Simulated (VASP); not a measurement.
# TaWC2 (R-3m) in VASP: notebook, part 2 of 2

VASP 6.6.1. The steps go on from the part before.

### Step 4. Single point, r2SCAN

This run uses another cell than the first one, of 11.57 Å³/atom.

POSCAR reads:

```
TaWC2
1.0
    1.6026836620      0.9253098436      5.2016768326
   -1.6026836620      0.9253098436      5.2016768326
    0.0000000000     -1.8506196874      5.2016768326
W Ta C
1 1 2
Direct
    0.0000000000      0.0000000000      0.0000000000
    0.5000000000      0.5000000000      0.5000000000
    0.2509330000      0.2509330000      0.2509330000
    0.7490670000      0.7490670000      0.7490670000
```

INCAR.step1 reads:

```
ALGO = Normal
EDIFF = 1E-4
ENCUT = 520
GGA = PE
ISMEAR = -1
LASPH = T
LCHARG = F
LREAL = F
LWAVE = T
NBANDS = 24
NELM = 60
PREC = Accurate
SIGMA = 0.05
```

INCAR.step2 reads:

```
ALGO = Normal
EDIFF = 1E-6
ENCUT = 520
ISIF = 2
ISMEAR = -1
ISTART = 1
LASPH = T
LCHARG = F
LMIXTAU = T
LREAL = F
LWAVE = F
METAGGA = R2SCAN
NBANDS = 24
NELM = 60
PREC = Accurate
SIGMA = 0.05
```

KPOINTS reads:

```
k-points
0
Gamma
  10 10 10
```

Started as:

```sh
$ cat potpaw_PBE.64/W_sv/POTCAR potpaw_PBE.64/Ta_pv/POTCAR potpaw_PBE.64/C/POTCAR > POTCAR
$ cp INCAR.step1 INCAR
$ mpirun -np 1 vasp_std > vasp.out
$ cp INCAR.step2 INCAR
$ mpirun -np 1 vasp_std > vasp.out
```

Run time: 11 min. Hardware: 1 thread of AMD EPYC 9R45 (Zen 5), shared host; peak memory 0.35 GiB.

Results (log left out):

* Free energy: -120.3132 eV
* Pressure: -22.1 GPa
* Largest force: 0.016 eV/Å
* Band gap on the k mesh: zero (an odd number of electrons rules out a gap without spin polarisation)

Forces on the atoms (eV/Å):
```
W    0.000  0.000  0.000
Ta   0.000  0.000  0.000
C    0.000  0.000 -0.016
C    0.000  0.000  0.016
```

Levels at points of the mesh, in eV from the Fermi level:
| k point | band 15 | band 16 | band 17 | band 18 | band 19 | band 20 |
| --- | --- | --- | --- | --- | --- | --- |
| (0.00, 0.00, 0.00) | -1.95 | -0.85 | -0.85 | -0.79 | -0.29 | -0.29 |
| (0.50, 0.00, 0.00) | -4.50 | -1.29 | -0.64 | 1.34 | 2.03 | 2.92 |
| (0.50, 0.50, 0.00) | -2.34 | -2.28 | 1.12 | 1.54 | 1.61 | 2.41 |
| (0.50, 0.50, 0.50) | -4.37 | -0.94 | -0.94 | 0.19 | 0.22 | 0.22 |

Caveat: the cell stands under tension; the PAW data sets were made with another functional, which shifts forces and pressure a little; spin-orbit coupling is left out, which moves the levels of the heavy elements; an odd number of electrons without spin polarisation forces a metal; a magnetic or distorted state may lie lower.

### Step 5. Relaxation of cell and atoms, PBEsol+U

This run uses another cell than the first one, of 10.92 Å³/atom.

INCAR reads:

```
ALGO = Normal
EDIFF = 1E-6
EDIFFG = -0.01
ENCUT = 600
GGA = PS
IBRION = 2
ISIF = 3
ISMEAR = -1
LASPH = T
LCHARG = F
LDAU = T
LDAUJ = 0 0 0
LDAUL = 2 2 -1
LDAUPRINT = 1
LDAUTYPE = 2
LDAUU = 4 4 0
LMAXMIX = 4
LREAL = F
LWAVE = F
NELM = 150
NSW = 60
PREC = Accurate
SIGMA = 0.05
```

KPOINTS is that of step 4.

POSCAR reads:

```
TaWC2
1.0
    1.5718551461      0.9075109917      5.1016196719
   -1.5718551461      0.9075109917      5.1016196719
    0.0000000000     -1.8150219835      5.1016196719
W Ta C
1 1 2
Direct
    0.0000000000      0.0000000000      0.0000000000
    0.5000000000      0.5000000000      0.5000000000
    0.2509330000      0.2509330000      0.2509330000
    0.7490670000      0.7490670000      0.7490670000
```

Potentials or basis: VASP PAW PBE potentials, release 64 (W_sv, Ta_pv, C).

Started as:

```sh
$ cat potpaw_PBE.64/W_sv/POTCAR potpaw_PBE.64/Ta_pv/POTCAR potpaw_PBE.64/C/POTCAR > POTCAR
$ mpirun -np 1 vasp_std > vasp.out
```

OUTCAR:

```text
EDIFF = 1E-6
   EDIFFG = -0.01
   ENCUT = 600
   GGA = PS
   IBRION = 2
   ISIF = 3
   ISMEAR = -1
   LASPH = T
   LREAL = F
   NELM = 150
   NSW = 60
   PREC = Accurate

 ion  position               nearest neighbor table
   1  0.000  0.000  0.000-   4 2.21   4 2.21   3 2.21   3 2.21   4 2.21   3 2.21   2 3.13   2 3.13
                             2 3.13   2 3.13   2 3.13   2 3.13
   2  0.500  0.500  0.500-   3 2.23   3 2.23   4 2.23   4 2.23   3 2.23   4 2.23   1 3.13   1 3.13
                             1 3.13   1 3.13   1 3.13   1 3.13
   3  0.251  0.251  0.251-   1 2.21   1 2.21   1 2.21   2 2.23   2 2.23   2 2.23
   4  0.749  0.749  0.749-   1 2.21   1 2.21   1 2.21   2 2.23   2 2.23   2 2.23

  LATTYP: Found a trigonal (rhomboedric) cell.
 ALAT       =     5.4148710120
 COS(alpha) =     0.8314693846

  Lattice vectors:

 A1 = (   1.5718551461,   0.9075109917,   5.1016196719)
 A2 = (  -1.5718551461,   0.9075109917,   5.1016196719)
 A3 = (   0.0000000000,  -1.8150219835,   5.1016196719)

Analysis of symmetry for initial positions (statically):
=====================================================================
 Subroutine PRICEL returns:
 Original cell was already a primitive cell.

 Routine SETGRP: Setting up the symmetry group for a
 trigonal (rhombohedral) supercell.

 Subroutine GETGRP returns: Found 12 space group operations
 (whereof 12 operations were pure point group operations)
 out of a pool of 12 trial point group operations.

The static configuration has the point symmetry D_3d.

Analysis of symmetry for dynamics (positions and initial velocities):
=====================================================================
 Subroutine PRICEL returns:
 Original cell was already a primitive cell.

 Routine SETGRP: Setting up the symmetry group for a
 trigonal (rhombohedral) supercell.

 Subroutine GETGRP returns: Found 12 space group operations
 (whereof 12 operations were pure point group operations)
 out of a pool of 12 trial point group operations.

The dynamic configuration has the point symmetry D_3d.

 Subroutine INISYM returns: Found 12 space group operations
 (whereof 12 operations are pure point group operations),
 and found     1 'primitive' translations

----------------------------------------------------------------------------------------

                                     Primitive cell

  volume of cell :      43.6640

  direct lattice vectors                    reciprocal lattice vectors
     1.571855146  0.907510992  5.101619672     0.318095469  0.183652505  0.065338727
    -1.571855146  0.907510992  5.101619672    -0.318095469  0.183652505  0.065338727
     0.000000000 -1.815021984  5.101619672     0.000000000 -0.367305009  0.065338727

  length of vectors
     5.414871012  5.414871012  5.414871012     0.373071198  0.373071198  0.373071198

[... 296 lines left out ...]
 -0.0075 -0.0000  0.0000  0.3457  0.0000
  0.0000 -0.0075  0.0000  0.0000  0.3179

spin component  2

  0.3179 -0.0000  0.0000 -0.0075  0.0000
 -0.0000  0.3457 -0.0000 -0.0000 -0.0075
  0.0000 -0.0000  0.3321  0.0000  0.0000
 -0.0075 -0.0000  0.0000  0.3457  0.0000
  0.0000 -0.0075  0.0000  0.0000  0.3179

 occupancies and eigenvectors

  o =  0.3161  v =  0.9698 -0.0000  0.0000  0.2441 -0.0000  0.0000  0.0000  0.0000  0.0000  0.0000      0.0000  0.0000  0.0000  0.0000  0.0000  0.0000  0.0000  0.0000  0.0000  0.0000
  o =  0.3161  v =  0.0000  0.0000  0.0000  0.0000  0.0000  0.9698 -0.0000  0.0000  0.2441 -0.0000      0.0000  0.0000  0.0000  0.0000  0.0000  0.0000  0.0000  0.0000  0.0000  0.0000
  o =  0.3161  v = -0.0000 -0.2441  0.0000 -0.0000 -0.9698  0.0000  0.0000  0.0000  0.0000  0.0000      0.0000  0.0000  0.0000  0.0000  0.0000  0.0000  0.0000  0.0000  0.0000  0.0000
  o =  0.3161  v =  0.0000  0.0000  0.0000  0.0000  0.0000 -0.0000 -0.2441  0.0000 -0.0000 -0.9698      0.0000  0.0000  0.0000  0.0000  0.0000  0.0000  0.0000  0.0000  0.0000  0.0000
  o =  0.3321  v = -0.0000 -0.0000 -1.0000  0.0000 -0.0000  0.0000  0.0000  0.0000  0.0000  0.0000      0.0000  0.0000  0.0000  0.0000  0.0000  0.0000  0.0000  0.0000  0.0000  0.0000
  o =  0.3321  v =  0.0000  0.0000  0.0000  0.0000  0.0000 -0.0000 -0.0000 -1.0000  0.0000 -0.0000      0.0000  0.0000  0.0000  0.0000  0.0000  0.0000  0.0000  0.0000  0.0000  0.0000
  o =  0.3476  v =  0.0000  0.0000  0.0000  0.0000  0.0000  0.2441 -0.0000 -0.0000 -0.9698  0.0000      0.0000  0.0000  0.0000  0.0000  0.0000  0.0000  0.0000  0.0000  0.0000  0.0000
  o =  0.3476  v =  0.2441 -0.0000 -0.0000 -0.9698  0.0000  0.0000  0.0000  0.0000  0.0000  0.0000      0.0000  0.0000  0.0000  0.0000  0.0000  0.0000  0.0000  0.0000  0.0000  0.0000
  o =  0.3476  v =  0.0000  0.0000  0.0000  0.0000  0.0000  0.0000  0.9698 -0.0000 -0.0000 -0.2441      0.0000  0.0000  0.0000  0.0000  0.0000  0.0000  0.0000  0.0000  0.0000  0.0000
  o =  0.3476  v =  0.0000  0.9698 -0.0000 -0.0000 -0.2441  0.0000  0.0000  0.0000  0.0000  0.0000      0.0000  0.0000  0.0000  0.0000  0.0000  0.0000  0.0000  0.0000  0.0000  0.0000

atom =   2  type =  2  l = 2

 onsite density matrix

spin component  1

  0.2344 -0.0000 -0.0000  0.0343 -0.0000
 -0.0000  0.2308 -0.0000  0.0000  0.0343
 -0.0000 -0.0000  0.2073 -0.0000  0.0000
  0.0343  0.0000 -0.0000  0.2308  0.0000
 -0.0000  0.0343  0.0000  0.0000  0.2344

spin component  2

  0.2344 -0.0000 -0.0000  0.0343 -0.0000
 -0.0000  0.2308 -0.0000  0.0000  0.0343
 -0.0000 -0.0000  0.2073 -0.0000  0.0000
  0.0343  0.0000 -0.0000  0.2308  0.0000
 -0.0000  0.0343  0.0000  0.0000  0.2344

 occupancies and eigenvectors

  o =  0.1983  v =  0.0000 -0.7251 -0.0000  0.0000  0.6886  0.0000  0.0000  0.0000  0.0000  0.0000      0.0000  0.0000  0.0000  0.0000  0.0000  0.0000  0.0000  0.0000  0.0000  0.0000
  o =  0.1983  v =  0.0000  0.0000  0.0000  0.0000  0.0000  0.0000 -0.7251 -0.0000  0.0000  0.6886      0.0000  0.0000  0.0000  0.0000  0.0000  0.0000  0.0000  0.0000  0.0000  0.0000
  o =  0.1983  v =  0.0000  0.0000  0.0000  0.0000  0.0000  0.6886  0.0000  0.0000 -0.7251  0.0000      0.0000  0.0000  0.0000  0.0000  0.0000  0.0000  0.0000  0.0000  0.0000  0.0000
  o =  0.1983  v =  0.6886  0.0000  0.0000 -0.7251  0.0000  0.0000  0.0000  0.0000  0.0000  0.0000      0.0000  0.0000  0.0000  0.0000  0.0000  0.0000  0.0000  0.0000  0.0000  0.0000
  o =  0.2073  v =  0.0000  0.0000 -1.0000 -0.0000 -0.0000  0.0000  0.0000  0.0000  0.0000  0.0000      0.0000  0.0000  0.0000  0.0000  0.0000  0.0000  0.0000  0.0000  0.0000  0.0000
  o =  0.2073  v =  0.0000  0.0000  0.0000  0.0000  0.0000  0.0000  0.0000 -1.0000 -0.0000 -0.0000      0.0000  0.0000  0.0000  0.0000  0.0000  0.0000  0.0000  0.0000  0.0000  0.0000
  o =  0.2669  v = -0.7251  0.0000  0.0000 -0.6886  0.0000  0.0000  0.0000  0.0000  0.0000  0.0000      0.0000  0.0000  0.0000  0.0000  0.0000  0.0000  0.0000  0.0000  0.0000  0.0000
  o =  0.2669  v =  0.0000  0.0000  0.0000  0.0000  0.0000 -0.7251  0.0000  0.0000 -0.6886  0.0000      0.0000  0.0000  0.0000  0.0000  0.0000  0.0000  0.0000  0.0000  0.0000  0.0000
  o =  0.2669  v =  0.0000 -0.6886 -0.0000 -0.0000 -0.7251  0.0000  0.0000  0.0000  0.0000  0.0000      0.0000  0.0000  0.0000  0.0000  0.0000  0.0000  0.0000  0.0000  0.0000  0.0000
  o =  0.2669  v =  0.0000  0.0000  0.0000  0.0000  0.0000  0.0000 -0.6886 -0.0000 -0.0000 -0.7251      0.0000  0.0000  0.0000  0.0000  0.0000  0.0000  0.0000  0.0000  0.0000  0.0000

--------------------------------------- Ionic step        5  -------------------------------------------

 number of electron      33.0000001 magnetization

 Free energy of the ion-electron system (eV)
  ---------------------------------------------------
  ext. energy  EPLUGINS =         0.00000000
  ---------------------------------------------------
  free energy    TOTEN  =       -38.48812695 eV

  energy without entropy =      -38.47465326  energy(sigma->0) =      -38.48139010

 E-fermi :  10.5801     XC(G=0): -13.5396

 val. band max:       10.5776174471   @ k =  -0.2000   0.2000   0.2000
 cond. band min:      10.5831490650   @ k =   0.4000   0.3000   0.0000
 fundamental gap:      0.0055316180
 Fermi energy:        10.5801151518

 k-point     1 :       0.0000    0.0000    0.0000
  band No.  band energies     occupation
      1     -65.3192      2.00000
      2     -29.5437      2.00000
      3     -29.3773      2.00000
      4     -29.3773      2.00000
      5     -25.9859      2.00000
      6     -25.6250      2.00000
[... 541 lines left out ...]
     19      12.2779      0.00000
     20      13.3773      0.00000

 [... further k-points ...]

------------------------ aborting loop because EDIFF is reached ----------------------------------------

  FORCE on cell =-STRESS in cart. coord.  units (eV):
  Direction    XX          YY          ZZ          XY          YZ          ZX
  --------------------------------------------------------------------------------------
  -------------------------------------------------------------------------------------
  Total        0.0064974      0.0064974      0.0119951      0.0000000     -0.0000000      0.0000000
  in kB        0.2387428      0.2387428      0.4407552      0.0000000     -0.0000000      0.0000000
  external PRESSURE =       0.3060803 kB  Pullay stress =       0.0000000 kB
[... 19 lines left out ...]
  FREE ENERGIE OF THE ION-ELECTRON SYSTEM (eV)
  ---------------------------------------------------
  free  energy   TOTEN  =       -38.4881269488 eV

  energy  without entropy=      -38.4746532585  energy(sigma->0) =      -38.48139010

 reached required accuracy - stopping structural energy minimisation
```

OSZICAR:

```text
N       E                     dE             d eps       ncg     rms          rms(c)
DAV:   1     0.300331919739E+03    0.30033E+03   -0.18901E+04  4640   0.194E+03
DAV:   2    -0.291599769083E+02   -0.32949E+03   -0.32084E+03  5244   0.511E+02
[... 36 lines left out ...]
   4 F= -.38488005E+02 E0= -.38481240E+02  d E =-.517246E-04
       N       E                     dE             d eps       ncg     rms          rms(c)
DAV:   1    -0.384883115670E+02   -0.30693E-03   -0.26914E-02  4640   0.145E+00    0.142E-01
DAV:   2    -0.384881795240E+02    0.13204E-03   -0.11634E-03  5592   0.285E-01    0.730E-02
DAV:   3    -0.384881374660E+02    0.42058E-04   -0.20542E-04  5680   0.987E-02    0.373E-02
DAV:   4    -0.384881261089E+02    0.11357E-04   -0.54951E-05  5352   0.633E-02    0.156E-02
DAV:   5    -0.384881269488E+02   -0.83987E-06   -0.38263E-06  5300   0.148E-02
   5 F= -.38488127E+02 E0= -.38481390E+02  d E =-.173621E-03
```

Wall time 6.4 min (1 thread of Intel Xeon 6975P-C (Granite Rapids), shared host); peak memory 0.43 GiB.

What came out:

```yaml
Free_energy: -38.4881 eV
Relaxed_volume: 10.90 Å³/atom
Relaxed_cell: a = 5.415 Å, b = 5.415 Å, c = 5.415 Å, α = 33.72°, β = 33.72°, γ = 33.72°
Space_group_after_relaxing_to_0.1_Å: R-3m (No. 166)
Energy_gained_by_relaxing: 0.1 meV/atom
Ionic_steps: 5
Pressure_after_relaxing: 0.0 GPa
```

Step by step:
| step | energy change (eV) | largest force (eV/Å) | pressure (GPa) | volume (Å³) |
| --- | --- | --- | --- | --- |
| 1 | 0.0000 | 0.0969 | -0.41 | 43.66 |
| 2 | -0.0002 | 0.0094 | 0.98 | 43.49 |
| 3 | -0.0004 | 0.0459 | 0.46 | 43.56 |
| 4 | -0.0005 | 0.0416 | -0.25 | 43.64 |
| 5 | -0.0006 | 0.0009 | 0.03 | 43.60 |

Final structure:
```
CELL_PARAMETERS angstrom
1.57062 0.90680 5.10250
-1.57062 0.90680 5.10250
0.00000 -1.81360 5.10250
ATOMIC_POSITIONS crystal
W 0.00000 0.00000 0.00000
Ta 0.50000 0.50000 0.50000
C 0.25127 0.25127 0.25127
C 0.74873 0.74873 0.74873
```

Levels at points of the mesh, in eV from the Fermi level:
| k point | band 14 | band 15 | band 16 | band 17 | band 18 | band 19 | band 20 |
| --- | --- | --- | --- | --- | --- | --- | --- |
| (0.00, 0.00, 0.00) | -2.10 | -1.97 | -1.00 | -1.00 | -0.95 | -0.16 | -0.16 |
| (0.50, 0.00, 0.00) | -4.93 | -4.51 | -1.38 | -0.75 | 1.57 | 2.17 | 3.35 |
| (0.50, 0.50, 0.00) | -5.14 | -2.44 | -2.38 | 1.36 | 1.76 | 1.86 | 2.59 |
| (0.50, 0.50, 0.50) | -4.39 | -4.39 | -0.96 | -0.96 | 0.13 | 0.38 | 0.38 |

Eigenvalues of the final occupation matrices:
```csv
site,spin,trace,eigenvalues
site 1 d,1,1.66,0.32 0.32 0.33 0.35 0.35
site 1 d,2,1.66,0.32 0.32 0.33 0.35 0.35
site 2 d,1,1.14,0.20 0.20 0.21 0.27 0.27
site 2 d,2,1.14,0.20 0.20 0.21 0.27 0.27
```

Caveat: the highest band is partly filled, so the run has too few bands; the PAW data sets were made with another functional, which shifts forces and pressure a little; spin-orbit coupling is left out, which moves the levels of the heavy elements; the U is typed as a test and isn't derived for this compound.

### Step 6. Overview

```tsv
task	level	U	cell	cutoff (eV)	gap on the mesh (eV)	pressure (GPa)	largest force (eV/Å)
single point	r2SCAN	-	a = 5.451 Å, angles 33.8°, 4 atoms	520	none	-11.1	-
single point	r2SCAN	-	a = 5.486 Å, angles 33.8°, 4 atoms	520	none	-16.8	0.01
single point	r2SCAN	-	a = 5.521 Å, angles 33.8°, 4 atoms	520	none	-22.1	0.02
relaxation of cell and atoms	PBEsol+U	Ta d U = 4.0 eV, W d U = 4.0 eV	relaxed from a = 5.415 Å, angles 33.8°, 4 atoms	600	-	0.0	-
```

Alike in all rows: potentials or basis VASP PAW PBE potentials, release 64 (W_sv, Ta_pv, C); no spin polarisation; k mesh 10 × 10 × 10; smearing fermi-dirac 0.05 eV.

Caveats: the PAW data sets were made with another functional, which shifts forces and pressure a little; spin-orbit coupling is left out, which moves the levels of the heavy elements; the cell stands under tension (at least some runs); an odd number of electrons without spin polarisation forces a metal (at least some runs); a magnetic or distorted state may lie lower (at least some runs); the highest band is partly filled, so the run has too few bands (at least some runs); the U is typed as a test and isn't derived for this compound (at least some runs).

Absolute energies hang on the potentials; compare differences alone.

The gap in the log of VASP goes by the Fermi energy; the results here count the filled bands.